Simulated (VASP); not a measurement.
# H2 in VASP: a series of runs

H2 is run at these levels: PBE; tasks: single point, relaxation of the atoms.

All numbers are computed with VASP 6.6.1; they aren't measurements. Logs are shortened: lines on timing, memory, paths and dates and some standing lists are left out, and cuts for length are marked.

### Step 1. The cell of the first run

The cell holds a molecule in a box, 2 atoms: a = 10.000 Å, b = 10.300 Å, c = 10.600 Å, α = 90.00°, β = 90.00°, γ = 90.00°.

### Step 2. Single point, PBE

INCAR

```
SYSTEM = H
ALGO = Normal
EDIFF = 1E-6
ENCUT = 400
GGA = PE
GGA_COMPAT = .False.
ISIF = 2
ISMEAR = 0
LASPH = .True.
LCHARG = .False.
LREAL = .False.
LWAVE = .False.
NBANDS = 8
NELM = 120
NELMDL = -8
PREC = Accurate
SIGMA = 0.01
```

KPOINTS

```
k-points
0
Gamma
  1 1 1
  0 0 0
```

POSCAR

```
H
1.0
   10.0000000000      0.0000000000      0.0000000000
    0.0000000000     10.3000000000      0.0000000000
    0.0000000000      0.0000000000     10.6000000000
H
2
Direct
    0.5000000000      0.4854368932      0.4363093792
    0.5000000000      0.4854368932      0.5070868472
```

Potentials or basis: VASP PAW PBE potentials, release 64 (H).

Run with:

```console
$ cat potpaw_PBE.64/H/POTCAR > POTCAR
$ mpirun -np 1 vasp_gam > vasp.out
```

OUTCAR:

```text
SYSTEM = H
   EDIFF = 1E-6
   ENCUT = 400
   GGA = PE
   ISIF = 2
   ISMEAR = 0
   LASPH = .True.
   LREAL = .False.
   NELM = 120
   NELMDL = -8
   PREC = Accurate

 ion  position               nearest neighbor table
   1  0.500  0.485  0.436-   2 0.75
   2  0.500  0.485  0.507-   1 0.75

  LATTYP: Found a simple orthorhombic cell.
 ALAT       =    10.0000000000
 B/A-ratio  =     1.0300000000
 C/A-ratio  =     1.0600000000

  Lattice vectors:

 A1 = (  10.0000000000,   0.0000000000,   0.0000000000)
 A2 = (   0.0000000000,  10.3000000000,   0.0000000000)
 A3 = (   0.0000000000,   0.0000000000,  10.6000000000)

Analysis of symmetry for initial positions (statically):
=====================================================================
 Subroutine PRICEL returns:
 Original cell was already a primitive cell.

 Routine SETGRP: Setting up the symmetry group for a
 simple orthorhombic supercell.

 Subroutine GETGRP returns: Found  8 space group operations
 (whereof  2 operations were pure point group operations)
 out of a pool of  8 trial point group operations.

The static configuration has the point symmetry C_1h.
 The point group associated with its full space group is D_2h.

Analysis of symmetry for dynamics (positions and initial velocities):
=====================================================================
 Subroutine PRICEL returns:
 Original cell was already a primitive cell.

 Routine SETGRP: Setting up the symmetry group for a
 simple orthorhombic supercell.

 Subroutine GETGRP returns: Found  8 space group operations
 (whereof  2 operations were pure point group operations)
 out of a pool of  8 trial point group operations.

The dynamic configuration has the point symmetry C_1h.
 The point group associated with its full space group is D_2h.

 Subroutine INISYM returns: Found  8 space group operations
 (whereof  2 operations are pure point group operations),
 and found     1 'primitive' translations

----------------------------------------------------------------------------------------

                                     Primitive cell

  volume of cell :    1091.8000

  direct lattice vectors                    reciprocal lattice vectors
    10.000000000  0.000000000  0.000000000     0.100000000  0.000000000  0.000000000
     0.000000000 10.300000000  0.000000000     0.000000000  0.097087379  0.000000000
     0.000000000  0.000000000 10.600000000     0.000000000  0.000000000  0.094339623

  length of vectors
    10.000000000 10.300000000 10.600000000     0.100000000  0.097087379  0.094339623

  position of ions in fractional coordinates (direct lattice)
     0.500000000  0.485436893  0.436309379
     0.500000000  0.485436893  0.507086847

  ion indices of the primitive-cell ions
   primitive index   ion index
                 1           1
                 2           2

----------------------------------------------------------------------------------------

 KPOINTS: k-points

Automatic generation of k-mesh.
 Grid dimensions read from file:
 generate k-points for:    1    1    1

 Generating k-lattice:

  Cartesian coordinates                     Fractional coordinates (reciprocal lattice)
     0.100000000  0.000000000  0.000000000     1.000000000  0.000000000  0.000000000
     0.000000000  0.097087379  0.000000000     0.000000000  1.000000000  0.000000000
     0.000000000  0.000000000  0.094339623     0.000000000  0.000000000  1.000000000

  Length of vectors
     0.100000000  0.097087379  0.094339623

  Shift w.r.t. Gamma in fractional coordinates (k-lattice)
     0.000000000  0.000000000  0.000000000

 Subroutine IBZKPT returns following result:
 ===========================================

 Found      1 irreducible k-points:

 Following reciprocal coordinates:
            Coordinates               Weight
  0.000000  0.000000  0.000000      1.000000
   k-points           NKPTS =      1   k-points in BZ     NKDIM =      1   number of bands    NBANDS=      8
   number of dos      NEDOS =    301   number of ions     NIONS =      2
   total plane-waves  NPLWV = 343000
   dimension x,y,z NGX =    70 NGY =   70 NGZ =   70
   dimension x,y,z NGXF=   140 NGYF=  140 NGZF=  140
   ions per type =               2
   NGX,Y,Z   is equivalent  to a cutoff of  11.64, 11.30, 10.98 a.u.
   NGXF,Y,Z  is equivalent  to a cutoff of  23.27, 22.60, 21.96 a.u.
 SYSTEM =  H
   PREC   = accura    normal or accurate (medium, high low for compatibility)
   ISTART =      0    job   : 0-new  1-cont  2-samecut
   ICHARG =      2    charge: 1-file 2-atom 10-const
   ISPIN  =      1    spin polarized calculation?
   LNONCOLLINEAR =      F non collinear calculations
   LSORBIT =      F    spin-orbit coupling
   LASPH  =      T    aspherical Exc in radial PAW
   ENCUT  =  400.0 eV  29.40 Ry    5.42 a.u.  16.31 16.80 17.29*2*pi/ulx,y,z
   NELM   =    120;   NELMIN=  2; NELMDL= -8     # of ELM steps
   EDIFF  = 0.1E-05   stopping-criterion for ELM
   LREAL  =      F    real-space projection
   EDIFFG = 0.1E-04   stopping-criterion for IOM
   NSW    =      0    number of steps for IOM
   IBRION =     -1    ionic relax: 0-MD 1-quasi-New 2-CG
   NFREE  =      0    steps in history (QN), initial steepest desc. (CG)
   ISIF   =      2    stress and relaxation
   ISYM   =      2    0-nonsym 1-usesym 2-fastsym
   POTIM  = 0.5000    time-step for ionic-motion
   TEBEG  =    0.0;   TEEND  =   0.0 temperature during run
   PSTRESS=    0.0 pullay stress
   NELECT =       2.0000    total number of electrons
   NUPDOWN=      -1.0000    fix difference up-down
   EMIN   =  10.00;   EMAX   =-10.00  energy-range for DOS
   EFERMI =   0.00;   METHOD = LEGACY
   ISMEAR =     0;   SIGMA  =   0.01  broadening in eV -4-tet -1-fermi 0-gaus
   EFERMI_NEDOS =   21; number of points for ismear=-14 and -15
   IALGO  =     38    algorithm
   IMIX   =      4    mixing-type and parameters
     AMIX     =   0.40;   BMIX     =  1.00
     AMIX_MAG =   1.60;   BMIX_MAG =  1.00
  volume/ion in A,a.u.               =     545.90      3683.92
  Fermi-wavevector in a.u.,A,eV,Ry     =   0.200311  0.378532  0.545924  0.040124
  Thomas-Fermi vector in A             =   0.954346
   LORBIT       =      0    0 simple, 1 ext, 2 COOP (PROOUT), +10 PAW based schemes
   GGA     = PE    functional components
   LHFCALC =     F    Hartree Fock is set to
   AEXX    =    0.0000 exact exchange contribution
   IVDW    =     0    specifies the selected vdW correction
   LEPSILON=     F    determine dielectric tensor
   LRPA    =     F    only Hartree local field effects (RPA)
 non-spin polarized calculation
 Gauss-broadening in eV      SIGMA  =   0.01
  energy-cutoff  :      400.00
  volume of cell :     1091.80
 maximum number of plane-waves:      9924
 NGX is ok and might be reduce to    70
   NGX = 33   NGY = 33   NGZ = 35

 number of electron       2.0000002 magnetization

 Free energy of the ion-electron system (eV)
  ---------------------------------------------------
  ext. energy  EPLUGINS =         0.00000000
  ---------------------------------------------------
  free energy    TOTEN  =        -6.76058046 eV

  energy without entropy =       -6.76058046  energy(sigma->0) =       -6.76058046

 E-fermi : -10.2334     XC(G=0):  -0.3520

 val. band max:      -10.3025176746   @ k =   0.0000   0.0000   0.0000
 cond. band min:      -0.1595744666   @ k =   0.0000   0.0000   0.0000
 fundamental gap:     10.1429432080
 Fermi energy:       -10.2334144502

 k-point     1 :       0.0000    0.0000    0.0000
  band No.  band energies     occupation
      1     -10.3025      2.00000
      2      -0.1596      0.00000
      3       0.3373      0.00000
      4       0.9122      0.00000
      5       0.9700      0.00000
      6       1.2129      0.00000
      7       1.2849      0.00000
      8       1.3769      0.00000

------------------------ aborting loop because EDIFF is reached ----------------------------------------

  FORCE on cell =-STRESS in cart. coord.  units (eV):
  Direction    XX          YY          ZZ          XY          YZ          ZX
  --------------------------------------------------------------------------------------
  -------------------------------------------------------------------------------------
  Total       -0.1181380     -0.1207211     -0.1448202     -0.0000000      0.0000000      0.0000000
  in kB       -0.1733633     -0.1771538     -0.2125185     -0.0000000      0.0000000      0.0000000
  external PRESSURE =      -0.1876786 kB  Pullay stress =       0.0000000 kB

 VOLUME and BASIS-vectors are now :
 -----------------------------------------------------------------------------
  energy-cutoff  :      400.00
  volume of cell :     1091.80
      direct lattice vectors                 reciprocal lattice vectors
    10.000000000  0.000000000  0.000000000     0.100000000  0.000000000  0.000000000
     0.000000000 10.300000000  0.000000000     0.000000000  0.097087379  0.000000000
     0.000000000  0.000000000 10.600000000     0.000000000  0.000000000  0.094339623

 POSITION                                       TOTAL-FORCE (eV/Angst)
 -----------------------------------------------------------------------------------
      5.00000      5.00000      4.62488         0.000000      0.000000     -0.011449
      5.00000      5.00000      5.37512         0.000000      0.000000      0.011449
 -----------------------------------------------------------------------------------
    total drift:                                0.000000     -0.000004      0.000003

  FREE ENERGIE OF THE ION-ELECTRON SYSTEM (eV)
  ---------------------------------------------------
  free  energy   TOTEN  =        -6.7605804642 eV

  energy  without entropy=       -6.7605804642  energy(sigma->0) =       -6.76058046
```

Run time: 20 s. Hardware: 1 thread of Intel Xeon 6975P-C (Granite Rapids), shared host; peak memory 0.61 GiB.

Results:

| Property | Result |
| --- | --- |
| Free energy | -6.7606 eV |
| Largest force | 0.011 eV/Å |
| Gap between the frontier levels | 10.14 eV |

Forces on the atoms (eV/Å):
```
H    0.000  0.000 -0.011
H    0.000  0.000  0.011
```

### Step 3. Relaxation of the atoms, PBE

INCAR

```
PREC = Accurate
ENCUT = 450
EDIFF = 1E-7
ISMEAR = 0
SIGMA = 0.01
LREAL = False
LASPH = True
NELM = 120
ALGO = Normal
ISIF = 2
LWAVE = False
LCHARG = False
GGA = PE
IBRION = 2
NSW = 80
EDIFFG = -0.002
GGA_COMPAT = False
NELMIN = 4
NELMDL = -8
```

KPOINTS

```
regular mesh
0
Gamma
  1 1 1
```

POSCAR

```
H
1.0
   10.0000000000      0.0000000000      0.0000000000
    0.0000000000     10.3000000000      0.0000000000
    0.0000000000      0.0000000000     10.6000000000
H
2
Direct
    0.5000000000      0.4854368932      0.4363207547
    0.5000000000      0.4854368932      0.5070754717
```

Potentials or basis: VASP PAW PBE potentials, release 64 (H).

Run with:

```console
$ cat potpaw_PBE.64/H/POTCAR > POTCAR
$ mpirun -np 1 vasp_gam > vasp.out
```

OUTCAR:

```text
PREC = Accurate
   ENCUT = 450
   EDIFF = 1E-7
   ISMEAR = 0
   LREAL = False
   LASPH = True
   NELM = 120
   ISIF = 2
   GGA = PE
   IBRION = 2
   NSW = 80
   EDIFFG = -0.002
   NELMIN = 4
   NELMDL = -8

 ion  position               nearest neighbor table
   1  0.500  0.485  0.436-   2 0.75
   2  0.500  0.485  0.507-   1 0.75

  LATTYP: Found a simple orthorhombic cell.
 ALAT       =    10.0000000000
 B/A-ratio  =     1.0300000000
 C/A-ratio  =     1.0600000000

  Lattice vectors:

 A1 = (  10.0000000000,   0.0000000000,   0.0000000000)
 A2 = (   0.0000000000,  10.3000000000,   0.0000000000)
 A3 = (   0.0000000000,   0.0000000000,  10.6000000000)

Analysis of symmetry for initial positions (statically):
=====================================================================
 Subroutine PRICEL returns:
 Original cell was already a primitive cell.

 Routine SETGRP: Setting up the symmetry group for a
 simple orthorhombic supercell.

 Subroutine GETGRP returns: Found  8 space group operations
 (whereof  2 operations were pure point group operations)
 out of a pool of  8 trial point group operations.

The static configuration has the point symmetry C_1h.
 The point group associated with its full space group is D_2h.

Analysis of symmetry for dynamics (positions and initial velocities):
=====================================================================
 Subroutine PRICEL returns:
 Original cell was already a primitive cell.

 Routine SETGRP: Setting up the symmetry group for a
 simple orthorhombic supercell.

 Subroutine GETGRP returns: Found  8 space group operations
 (whereof  2 operations were pure point group operations)
 out of a pool of  8 trial point group operations.

The dynamic configuration has the point symmetry C_1h.
 The point group associated with its full space group is D_2h.

 Subroutine INISYM returns: Found  8 space group operations
 (whereof  2 operations are pure point group operations),
 and found     1 'primitive' translations

[... 77 lines left out ...]
   ISYM   =      2    0-nonsym 1-usesym 2-fastsym
   POTIM  = 0.5000    time-step for ionic-motion
   TEBEG  =    0.0;   TEEND  =   0.0 temperature during run
   PSTRESS=    0.0 pullay stress
   NELECT =       2.0000    total number of electrons
   NUPDOWN=      -1.0000    fix difference up-down
   EMIN   =  10.00;   EMAX   =-10.00  energy-range for DOS
   EFERMI =   0.00;   METHOD = LEGACY
   ISMEAR =     0;   SIGMA  =   0.01  broadening in eV -4-tet -1-fermi 0-gaus
   EFERMI_NEDOS =   21; number of points for ismear=-14 and -15
   IALGO  =     38    algorithm
   IMIX   =      4    mixing-type and parameters
     AMIX     =   0.40;   BMIX     =  1.00
     AMIX_MAG =   1.60;   BMIX_MAG =  1.00
  volume/ion in A,a.u.               =     545.90      3683.92
  Fermi-wavevector in a.u.,A,eV,Ry     =   0.200311  0.378532  0.545924  0.040124
  Thomas-Fermi vector in A             =   0.954346
   LORBIT       =      0    0 simple, 1 ext, 2 COOP (PROOUT), +10 PAW based schemes
   GGA     = PE    functional components
   LHFCALC =     F    Hartree Fock is set to
   AEXX    =    0.0000 exact exchange contribution
   IVDW    =     0    specifies the selected vdW correction
   LEPSILON=     F    determine dielectric tensor
   LRPA    =     F    only Hartree local field effects (RPA)
 conjugate gradient relaxation of ions
 non-spin polarized calculation
 Gauss-broadening in eV      SIGMA  =   0.01
  energy-cutoff  :      450.00
  volume of cell :     1091.80
 maximum number of plane-waves:     11841
 NGX is ok and might be reduce to    70
   NGX = 35   NGY = 35   NGZ = 37

--------------------------------------- Ionic step        1  -------------------------------------------

 number of electron       2.0000003 magnetization

 Free energy of the ion-electron system (eV)
  ---------------------------------------------------
  ext. energy  EPLUGINS =         0.00000000
  ---------------------------------------------------
  free energy    TOTEN  =        -6.76786655 eV

  energy without entropy =       -6.76786655  energy(sigma->0) =       -6.76786655

------------------------ aborting loop because EDIFF is reached ----------------------------------------

  FORCE on cell =-STRESS in cart. coord.  units (eV):
  Direction    XX          YY          ZZ          XY          YZ          ZX
  --------------------------------------------------------------------------------------
  -------------------------------------------------------------------------------------
  Total       -0.0674210     -0.0674534     -0.0797492     -0.0000000      0.0000000      0.0000000
  in kB       -0.0989378     -0.0989854     -0.1170290     -0.0000000      0.0000000      0.0000000
  external PRESSURE =      -0.1049841 kB  Pullay stress =       0.0000000 kB
[... 59 lines left out ...]
--------------------------------------- Ionic step        3  -------------------------------------------

 number of electron       2.0000003 magnetization

 Free energy of the ion-electron system (eV)
  ---------------------------------------------------
  ext. energy  EPLUGINS =         0.00000000
  ---------------------------------------------------
  free energy    TOTEN  =        -6.76786779 eV

  energy without entropy =       -6.76786779  energy(sigma->0) =       -6.76786779

 E-fermi : -10.2385     XC(G=0):  -0.3450

 val. band max:      -10.3051780860   @ k =   0.0000   0.0000   0.0000
 cond. band min:      -0.1537763709   @ k =   0.0000   0.0000   0.0000
 fundamental gap:     10.1514017151
 Fermi energy:       -10.2384787690

 k-point     1 :       0.0000    0.0000    0.0000
  band No.  band energies     occupation
      1     -10.3052      2.00000
      2      -0.1538      0.00000
      3       0.3376      0.00000
      4       0.9105      0.00000
      5       0.9679      0.00000
[... 27 lines left out ...]
  FREE ENERGIE OF THE ION-ELECTRON SYSTEM (eV)
  ---------------------------------------------------
  free  energy   TOTEN  =        -6.7678677936 eV

  energy  without entropy=       -6.7678677936  energy(sigma->0) =       -6.76786779

 reached required accuracy - stopping structural energy minimisation
```

OSZICAR:

```text
N       E                     dE             d eps       ncg     rms          rms(c)
DAV:   1     0.217001560018E+01    0.21700E+01   -0.50291E+02    10   0.194E+02
DAV:   2    -0.678363386414E+01   -0.89536E+01   -0.89536E+01    10   0.525E+01
DAV:   3    -0.744904129482E+01   -0.66541E+00   -0.66541E+00    20   0.179E+01
DAV:   4    -0.744930046168E+01   -0.25917E-03   -0.25917E-03    10   0.341E-01
[... 27 lines left out ...]
       N       E                     dE             d eps       ncg     rms          rms(c)
DAV:   1    -0.676786822462E+01   -0.72427E-05   -0.11589E-04    10   0.812E-02    0.530E-03
DAV:   2    -0.676786773497E+01    0.48965E-06   -0.58990E-07    10   0.536E-03    0.291E-03
DAV:   3    -0.676786777872E+01   -0.43750E-07   -0.50107E-07    10   0.310E-03    0.213E-04
DAV:   4    -0.676786779359E+01   -0.14864E-07   -0.20931E-09    10   0.267E-04
   3 F= -.67678678E+01 E0= -.67678678E+01  d E =-.123884E-05
```

Run time: 39 s. Hardware: 1 thread of Intel Xeon 6975P-C (Granite Rapids), shared host; peak memory 0.76 GiB.

Results:

* Free energy: -6.7679 eV
* Energy gained by relaxing: 0.0 meV/atom
* Ionic steps: 3
* Gap between the frontier levels: 10.15 eV

Final structure:
```yaml
crystal:
  lattice:
    - [10.00000, 0.00000, 0.00000]
    - [0.00000, 10.30000, 0.00000]
    - [0.00000, 0.00000, 10.60000]
  atoms:
    - { symbol: H, position: [0.50000, 0.48544, 0.43631] }
    - { symbol: H, position: [0.50000, 0.48544, 0.50709] }
```
